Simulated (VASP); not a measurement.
Here is a VASP 6.6.1 calculation.

Contents of INCAR:

```
SYSTEM = KCdCO3F
ALGO     = Normal         ! electronic algorithm
EDIFF    = 1E-6           ! SCF threshold, eV
ENCUT    = 520            ! plane-wave cutoff, eV
GGA      = PE             ! functional
GGA_COMPAT= .False.      
ISIF     = 2              ! what is computed and relaxed
ISMEAR   = -1             ! smearing method
LASPH    = .True.         ! aspherical terms in the spheres
LCHARG   = .True.         ! write CHGCAR
LELF     = .True.         ! ELF
LREAL    = .False.        ! projectors in reciprocal space
LVHAR    = .True.       
LWAVE    = .False.        ! write WAVECAR
NBANDS   = 71             ! bands
NELM     = 120            ! most SCF steps
PREC     = Accurate       ! precision mode
SIGMA    = 0.05           ! smearing width, eV
```

KPOINTS

```
k-points
0
Gamma
  2 2 1
  0 0 0
```

File POSCAR:

```
KCdCO3F
1.0
    5.2375980000      0.0000000000      0.0000000000
   -2.6187990000      4.5358930000      0.0000000000
    0.0000000000      0.0000000000      9.0229200000
K Cd C O F
2 2 2 6 2
Direct
    0.5590626921      0.1724247023      0.5283212087
    0.6142059480      0.1699114155      0.0210131532
   -0.0143323932      0.0645076945      0.2166482691
   -0.0856209878     -0.0805133631      0.7383862430
    0.3321871927      0.7490696981      0.2147641783
    0.2922045950      0.5757410944      0.7254081827
    0.4664430491      1.0296098255      0.2693584782
    0.5004916798      0.6298208534      0.1893954507
    0.0564432772      0.5956269251      0.1908029773
    0.0100926812      0.3969229433      0.7496575388
    0.4429372196      0.4467036590      0.7069773421
    0.4023523915      0.8468233267      0.7393172055
   -0.1546398849     -0.1504665123      0.4889215465
   -0.0079711204     -0.0076941850     -0.0379810527
```

Potentials or basis: VASP PAW PBE potentials, release 64 (K_sv, Cd_sv_GW, C, O, F).

Launch:

```bash
$ cat potpaw_PBE.64/K_sv/POTCAR potpaw_PBE.64/Cd_sv_GW/POTCAR potpaw_PBE.64/C/POTCAR potpaw_PBE.64/O/POTCAR potpaw_PBE.64/F/POTCAR > POTCAR
$ mpirun -np 1 vasp_std > vasp.out
```

(1) Predict the largest force.

(2) Predict the pressure.

(3) Predict the band gap on the k mesh.

Answers

(1) 4.020 eV/Å.

(2) 1.6 GPa.

(3) 0.82 eV.

Caveat: the k points lie up to 0.70 Å⁻¹ apart; the atoms stand as in a frame of molecular dynamics; forces of over 1 eV/Å act on the atoms, so gaps and moduli don't describe the material at rest.
